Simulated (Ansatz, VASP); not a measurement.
# C: VASP beside Ansatz

```
C
1.0
     2.52210    0.00000    0.00000
    -1.26105    2.18420    0.00000
     0.00000    0.00000    8.23710
C
8
Direct
  0.66667 0.33333 0.84375
  0.33333 0.66667 0.34375
  0.66667 0.33333 0.65625
  0.33333 0.66667 0.15625
  0.00000 0.00000 0.90625
  0.00000 0.00000 0.40625
  0.00000 0.00000 0.59375
  0.00000 0.00000 0.09375
```

Alike in both runs: task single point; functional revPBE; dispersion D3(BJ); k mesh 12 × 12 × 4; occupations fermi-dirac, width 0.05 eV; no spin polarisation.

|  | VASP | Ansatz |
| --- | --- | --- |
| version | VASP 6.6.1 | Ansatz 0.2.0 |
| potentials or method | VASP PAW PBE potentials, release 64 (C) | Ansatz PAW |
| plane-wave cutoff (eV) | 520 | 420 |
| valence electrons in the cell | 32 | 32 |

```tsv
	VASP	Ansatz	Ansatz less VASP
gap on the k mesh at the Fermi level (eV)	4.41	4.42	+0.012
least direct gap on the mesh (eV)	5.18	5.19	+0.011
pressure (GPa)	-3.6	-4.1	-0.57
traceless stress, the component that is largest in VASP (GPa)	8.18	8.17	-0.005
rms of the force components (eV/Å)	0.186	0.186	-0.0002
```

VASP's potentials were made for PBE, not for revPBE. Atom by atom the forces differ by 0.001 eV/Å (rms over components).
